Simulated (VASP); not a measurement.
Wanted: the native input for a VASP 6.6.1 run.

| Quantity | Value |
| --- | --- |
| Task | relaxation of cell and atoms |
| Functional | PBE |
| Potentials or basis | VASP PAW PBE potentials, release 64 (Ti_sv, S) |
| Cutoff | 600 eV |
| k mesh | 6 × 6 × 6 |
| Occupations | fermi-dirac, width 0.05 eV |
| Spin | no spin polarisation |
| Dipole correction | no |
| Further INCAR settings | ALGO = Normal; EDIFF = 1e-06; IBRION = 2; EDIFFG = -0.01; NSW = 60; ISIF = 3 |

The structure of Ti3S2 lies in POSCAR:

```
Ti3S2
1.0
    2.7131139241      1.5664170544      3.2376184047
   -2.7131139241      1.5664170544      3.2376184047
    0.0000000000     -3.1328341088      3.2376184047
Ti S
3 2
Direct
    0.0000000000      0.3356550000      0.6643450000
    0.6643450000      0.0000000000      0.3356550000
    0.3356550000      0.6643450000      0.0000000000
    0.1678390000      0.1678390000      0.1678390000
    0.8321610000      0.8321610000      0.8321610000
```

One way to write it, as run:

INCAR

```
PREC = Accurate ; ENCUT = 600
EDIFF = 1E-6 ; ISMEAR = -1
SIGMA = 0.05 ; LREAL = F
LASPH = T ; NELM = 60
ALGO = Normal ; ISIF = 3
LWAVE = F ; LCHARG = F
GGA = PE ; IBRION = 2
NSW = 60 ; EDIFFG = -0.01
```

KPOINTS

```
regular mesh
0
Gamma
  6 6 6
```

Potentials or basis: VASP PAW PBE potentials, release 64 (Ti_sv, S).

Launch:

```console
$ cat potpaw_PBE.64/Ti_sv/POTCAR potpaw_PBE.64/S/POTCAR > POTCAR
$ mpirun -np 1 vasp_std > vasp.out
```

It gave:

The relaxed volume is 16.56 Å³/atom and the relaxed cell is a = 4.509 Å, b = 4.509 Å, c = 4.509 Å, α = 74.09°, β = 74.09°, γ = 74.09°. The space group after relaxing (to 0.05 Å) is R32 (No. 155). The energy gained by relaxing is 0.1 meV/atom and the ionic steps are 5. The pressure after relaxing is 0.0 GPa. The band gap on the k mesh is zero (band 24 reaches 8.58 eV, above the bottom of band 25 at 8.36 eV).

Run time: 3.8 min on 1 thread of Intel(R) Xeon(R) Platinum 8488C (Sapphire Rapids), with other jobs on the host, peak memory 0.25 GiB.
